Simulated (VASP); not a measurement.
# Re (Fm-3m) in VASP: single point with LDA

Aim: the single point of Re with LDA.

Program: VASP 6.6.1. These are calculated values, not measurements. Logs are shortened: lines on timing, memory, paths and dates and some standing lists are left out, and cuts for length are marked.

### 1 The cell of the first run

Symmetry: Fm-3m, No. 225, cubic system. Conventional cell: a = 3.861 Å, b = 3.861 Å, c = 3.861 Å, α = 90.00°, β = 90.00°, γ = 90.00°. Within 3.6 Å of Re (site symmetry m-3m) lie 12 Re at 2.73 Å.

This isn't the form of Re at room conditions, which is hcp.

### 2 Single point, LDA

File INCAR:

```
SYSTEM = Re
PREC = Accurate
ENCUT = 560
EDIFF = 1E-6
ISMEAR = 0
SIGMA = 0.1
LREAL = .False.
LASPH = .True.
NELM = 120
ALGO = Normal
ISIF = 2
LWAVE = .False.
LCHARG = .False.
NBANDS = 14
GGA_COMPAT = .False.
```

File KPOINTS:

```
Automatic mesh
0
Gamma
  18 18 18
  0 0 0
```

File POSCAR:

```
Re
1.0
    0.0000000000      1.9302691094      1.9302691094
    1.9302691094      0.0000000000      1.9302691094
    1.9302691094      1.9302691094      0.0000000000
Re
1
Direct
    0.0000000000      0.0000000000      0.0000000000
```

Potentials or basis: VASP PAW LDA potentials, release 64 (Re_sv_GW).

On the command line:

```
$ cat potpaw_LDA.64/Re_sv_GW/POTCAR > POTCAR
$ mpirun -np 1 vasp_std > vasp.out
```

OUTCAR:

```text
SYSTEM = Re
   PREC = Accurate
   ENCUT = 560
   EDIFF = 1E-6
   ISMEAR = 0
   LREAL = .False.
   LASPH = .True.
   NELM = 120
   ISIF = 2

 ion  position               nearest neighbor table
   1  0.000  0.000  0.000-

  LATTYP: Found a face centered cubic cell.
 ALAT       =     3.8605382188

  Lattice vectors:

 A1 = (   0.0000000000,   1.9302691094,   1.9302691094)
 A2 = (   1.9302691094,   0.0000000000,   1.9302691094)
 A3 = (   1.9302691094,   1.9302691094,   0.0000000000)

Analysis of symmetry for initial positions (statically):
=====================================================================
 Subroutine PRICEL returns:
 Original cell was already a primitive cell.

 Routine SETGRP: Setting up the symmetry group for a
 face centered cubic supercell.

 Subroutine GETGRP returns: Found 48 space group operations
 (whereof 48 operations were pure point group operations)
 out of a pool of 48 trial point group operations.

The static configuration has the point symmetry O_h .

Analysis of symmetry for dynamics (positions and initial velocities):
=====================================================================
 Subroutine PRICEL returns:
 Original cell was already a primitive cell.

 Routine SETGRP: Setting up the symmetry group for a
 face centered cubic supercell.

 Subroutine GETGRP returns: Found 48 space group operations
 (whereof 48 operations were pure point group operations)
 out of a pool of 48 trial point group operations.

The dynamic configuration has the point symmetry O_h .

 Subroutine INISYM returns: Found 48 space group operations
 (whereof 48 operations are pure point group operations),
 and found     1 'primitive' translations

----------------------------------------------------------------------------------------

                                     Primitive cell

  volume of cell :      14.3841

  direct lattice vectors                    reciprocal lattice vectors
     0.000000000  1.930269109  1.930269109    -0.259031240  0.259031240  0.259031240
     1.930269109  0.000000000  1.930269109     0.259031240 -0.259031240  0.259031240
     1.930269109  1.930269109  0.000000000     0.259031240  0.259031240 -0.259031240

  length of vectors
     2.729812754  2.729812754  2.729812754     0.448655268  0.448655268  0.448655268

  position of ions in fractional coordinates (direct lattice)
     0.000000000  0.000000000  0.000000000

  ion indices of the primitive-cell ions
   primitive index   ion index
[... 81 lines left out ...]
   POTIM  = 0.5000    time-step for ionic-motion
   TEBEG  =    0.0;   TEEND  =   0.0 temperature during run
   PSTRESS=    0.0 pullay stress
   NELECT =      15.0000    total number of electrons
   NUPDOWN=      -1.0000    fix difference up-down
   EMIN   =  10.00;   EMAX   =-10.00  energy-range for DOS
   EFERMI =   0.00;   METHOD = LEGACY
   ISMEAR =     0;   SIGMA  =   0.10  broadening in eV -4-tet -1-fermi 0-gaus
   EFERMI_NEDOS =   21; number of points for ismear=-14 and -15
   IALGO  =     38    algorithm
   IMIX   =      4    mixing-type and parameters
     AMIX     =   0.40;   BMIX     =  1.00
     AMIX_MAG =   1.60;   BMIX_MAG =  1.00
  volume/ion in A,a.u.               =      14.38        97.07
  Fermi-wavevector in a.u.,A,eV,Ry     =   1.660137  3.137205 37.498425  2.756056
  Thomas-Fermi vector in A             =   2.747425
   LORBIT       =      0    0 simple, 1 ext, 2 COOP (PROOUT), +10 PAW based schemes
   GGA     = CA    functional components
   LHFCALC =     F    Hartree Fock is set to
   AEXX    =    0.0000 exact exchange contribution
   IVDW    =     0    specifies the selected vdW correction
   LEPSILON=     F    determine dielectric tensor
   LRPA    =     F    only Hartree local field effects (RPA)
 non-spin polarized calculation
 Gauss-broadening in eV      SIGMA  =   0.10
  energy-cutoff  :      560.00
  volume of cell :       14.38
 maximum number of plane-waves:       448
 NGX is ok and might be reduce to    24
   NGX = 11   NGY = 11   NGZ = 11

 number of electron      14.9999999 magnetization

 Free energy of the ion-electron system (eV)
  ---------------------------------------------------
  ext. energy  EPLUGINS =         0.00000000
  ---------------------------------------------------
  free energy    TOTEN  =       -15.30736867 eV

  energy without entropy =      -15.30313726  energy(sigma->0) =      -15.30525297

 E-fermi :  13.4483     XC(G=0): -14.5569

 val. band max:       13.4468976589   @ k =  -0.3333   0.2778   0.0000
 cond. band min:      13.4507621065   @ k =   0.5000   0.3889   0.0556
 fundamental gap:      0.0038644476
 Fermi energy:        13.4483008781

 k-point     1 :       0.0000    0.0000    0.0000
  band No.  band energies     occupation
      1     -66.2605      2.00000
      2     -27.6761      2.00000
      3     -27.6761      2.00000
      4     -27.6761      2.00000
      5       3.2503      2.00000
      6      11.4582      2.00000
      7      11.4582      2.00000
      8      11.4582      2.00000
      9      14.7456      0.00000
     10      14.7456      0.00000
     11      26.5584      0.00000
     12      32.2007      0.00000
     13      32.2007      0.00000
     14      32.2007      0.00000
[... 377 lines left out ...]
      1     -66.1961      2.00000
      2     -28.3328      2.00000
      3     -27.8075      2.00000
      4     -27.7479      2.00000
      5       5.6128      2.00000
      6      10.5013      2.00000
      7      11.9286      2.00000
      8      12.0612      2.00000
      9      14.2781      0.00000
     10      15.3773      0.00000
     11      27.3397      0.00000
     12      30.8706      0.00000
     13      35.5390      0.00000
     14      37.1269      0.00000

 [... further k-points ...]

------------------------ aborting loop because EDIFF is reached ----------------------------------------

  FORCE on cell =-STRESS in cart. coord.  units (eV):
  Direction    XX          YY          ZZ          XY          YZ          ZX
  --------------------------------------------------------------------------------------
  -------------------------------------------------------------------------------------
  Total       -0.0003180     -0.0003180     -0.0003180      0.0000000      0.0000000      0.0000000
  in kB       -0.0354257     -0.0354257     -0.0354257      0.0000000      0.0000000      0.0000000
  external PRESSURE =      -0.0354257 kB  Pullay stress =       0.0000000 kB

 VOLUME and BASIS-vectors are now :
 -----------------------------------------------------------------------------
  energy-cutoff  :      560.00
  volume of cell :       14.38
      direct lattice vectors                 reciprocal lattice vectors
     0.000000000  1.930269109  1.930269109    -0.259031240  0.259031240  0.259031240
     1.930269109  0.000000000  1.930269109     0.259031240 -0.259031240  0.259031240
     1.930269109  1.930269109  0.000000000     0.259031240  0.259031240 -0.259031240

 POSITION                                       TOTAL-FORCE (eV/Angst)
 -----------------------------------------------------------------------------------
      0.00000      0.00000      0.00000        -0.000000      0.000000      0.000000
 -----------------------------------------------------------------------------------
    total drift:                                0.000000      0.000000     -0.000000

  FREE ENERGIE OF THE ION-ELECTRON SYSTEM (eV)
  ---------------------------------------------------
  free  energy   TOTEN  =       -15.3073686707 eV

  energy  without entropy=      -15.3031372631  energy(sigma->0) =      -15.30525297
```

It took 16 s on 1 thread of Intel Xeon Platinum 8559C (Emerald Rapids), shared host; peak memory 0.17 GiB.

What came out:

| Item | Value |
| --- | --- |
| Free energy | -15.3074 eV |
| Pressure | 0.0 GPa |
| Band gap on the k mesh | zero (an odd number of electrons rules out a gap without spin polarisation) |

Caveat: spin-orbit coupling is left out, which moves the levels of the heavy elements.
